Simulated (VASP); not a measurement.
The system is TaSi2.

```
Ta Si
1.0
     3.61611    0.00000    0.00000
    -1.80805    3.13164    0.00000
     0.00000    0.00000    4.74733
Ta Si
1 2
Direct
  0.66667 0.33333 0.50000
  0.33333 0.66667 0.22719
  0.33333 0.66667 0.77281
```

```yaml
Program: VASP 6.6.1
Task: relaxation of cell and atoms
Functional: PBE
Potentials_or_basis: VASP PAW PBE potentials, release 64 (Ta_pv, Si)
Cutoff: 600 eV
k_mesh: 6 × 6 × 4
Occupations: gaussian, width 0.1 eV
Spin: no spin polarisation
```

At the start: pressure 22.4 GPa; volume 17.92 Å³/atom.

**Question.** Where does the relaxation end?

**Answer.** Over 26 steps the energy falls by 915.1 meV/atom and the volume is 16.43 Å³/atom (-8.3 %); space group P-6m2 (No. 187, to 0.05 Å).

Step by step:
| step | energy change (eV) | largest force (eV/Å) | pressure (GPa) | volume (Å³) |
| --- | --- | --- | --- | --- |
| 1 | 0.0000 | 0.0940 | 22.42 | 53.76 |
| 2 | -0.1091 | 0.3602 | -12.76 | 75.62 |
| 3 | -0.6530 | 0.0718 | -1.18 | 63.94 |
| 4 | -0.6535 | 0.0785 | -0.83 | 63.71 |
| 5 | -0.6534 | 0.0844 | -0.50 | 63.50 |
| 6 | -0.7157 | 0.5960 | -0.84 | 63.05 |
| 7 | -1.0222 | 1.7657 | -1.89 | 61.45 |
| 8 | -1.7310 | 2.7842 | -2.30 | 57.33 |
| 9 | -1.4287 | 2.1356 | 20.80 | 46.27 |
| 10 | -2.0722 | 2.3133 | 2.80 | 51.71 |
| 11 | -2.0600 | 2.7722 | -1.24 | 54.66 |
| 12 | -2.1167 | 2.4875 | 0.60 | 53.04 |
| 13 | -2.1277 | 2.3531 | 0.32 | 52.94 |
| 14 | -2.1397 | 2.0958 | -0.22 | 52.70 |
| 15 | -2.1562 | 2.0742 | -0.40 | 52.71 |
| 16 | -2.2049 | 2.0111 | -0.95 | 52.72 |
| 17 | -2.2981 | 1.8802 | -1.95 | 52.73 |
| 18 | -2.4609 | 1.5663 | -3.57 | 52.73 |
| 19 | -2.6315 | 0.4951 | -4.72 | 52.66 |
| 20 | -2.6761 | 0.3802 | -1.91 | 51.33 |
| 21 | -2.6941 | 0.2138 | 1.71 | 49.86 |
| 22 | -2.7297 | 0.1059 | 1.15 | 49.47 |
| 23 | -2.7433 | 0.1441 | 0.59 | 48.87 |
| 24 | -2.7447 | 0.0459 | 0.69 | 49.03 |
| 25 | -2.7448 | 0.0598 | 0.66 | 49.00 |
| 26 | -2.7454 | 0.0103 | -0.16 | 49.29 |

Final structure:
```cif
data_structure
_symmetry_space_group_name_H-M 'P 1'
_symmetry_Int_Tables_number 1
_cell_length_a 2.9950
_cell_length_b 2.9950
_cell_length_c 6.3446
_cell_angle_alpha 90.000
_cell_angle_beta 90.000
_cell_angle_gamma 120.000
_cell_volume 49.29
loop_
_atom_site_label
_atom_site_type_symbol
_atom_site_fract_x
_atom_site_fract_y
_atom_site_fract_z
_atom_site_occupancy
Ta1 Ta 0.66667 0.33333 0.50000 1
Si1 Si 0.33333 0.66667 0.18305 1
Si2 Si 0.33333 0.66667 0.81695 1
```
